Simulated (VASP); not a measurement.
A run of VASP 6.6.1 is set up as follows.

INCAR

```
SYSTEM = Sn
  PREC = Accurate
  ENCUT = 520
  EDIFF = 1E-6
  ISMEAR = 0
  SIGMA = 0.15
  LREAL = .FALSE.
  LASPH = .TRUE.
  NELM = 60
  ALGO = Fast
  ISIF = 2
  LWAVE = .FALSE.
  LCHARG = .FALSE.
  GGA = PS
  NBANDS = 13
```

Contents of KPOINTS:

```
Automatic mesh
0
G
  24 24 24
  0 0 0
```

Contents of POSCAR:

```
Sn
1.0
   -1.8723950216      1.8723950216      1.8723950216
    1.8723950216     -1.8723950216      1.8723950216
    1.8723950216      1.8723950216     -1.8723950216
Sn
1
Direct
    0.0000000000      0.0000000000      0.0000000000
```

Potentials or basis: VASP PAW PBE potentials, release 64 (Sn_d).

The run is started by

```console
$ cat potpaw_PBE.64/Sn_d/POTCAR > POTCAR
$ mpirun -np 1 vasp_std > vasp.out
```

Estimate the pressure.

-0.2 GPa.

Estimate the band gap on the k mesh.

zero (band 7 reaches 16.63 eV, above the bottom of band 8 at 5.77 eV).

Caveat: the PAW data sets were made with another functional, which shifts forces and pressure a little; spin-orbit coupling is left out, which moves the levels of the heavy elements.
